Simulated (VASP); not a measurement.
Crystal: BaTiO3.

```
CELL_PARAMETERS angstrom
2.83995 1.63964 2.33128
-2.83995 1.63964 2.33128
0.00000 -3.27929 2.33128
ATOMIC_POSITIONS crystal
Ba 0.00126 0.00126 0.00126
Ti 0.51472 0.51472 0.51472
O 0.48824 0.97865 0.48824
O 0.48824 0.48824 0.97865
O 0.97865 0.48824 0.48824
```

Base run:

```yaml
Program: VASP 6.6.1
Functional: r2SCAN
Potentials_or_basis: VASP PAW PBE potentials, release 64 (Ba_sv, Ti_sv, O)
Cutoff: 520 eV
k_mesh: 6 × 6 × 6
Occupations: gaussian, width 0.01 eV
Spin: no spin polarisation
```

Its results: band gap on the k mesh 2.85 eV, indirect (least direct gap 3.31 eV); pressure 1.9 GPa; largest force 0.175 eV/Å.

Task: The run is repeated on the same cell with these changes: functional from r2SCAN to PBE; occupations from gaussian, width 0.01 eV to fermi-dirac, width 0.02 eV. What comes out?

Result: Band gap on the k mesh 2.46 eV, indirect (least direct gap 2.91 eV); pressure 4.9 GPa; largest force 0.132 eV/Å.

Caveats: spin-orbit coupling is left out, which moves the levels of the heavy elements; the PAW data sets were made with another functional, which shifts forces and pressure a little (some runs).

A k mesh can miss the band edges.
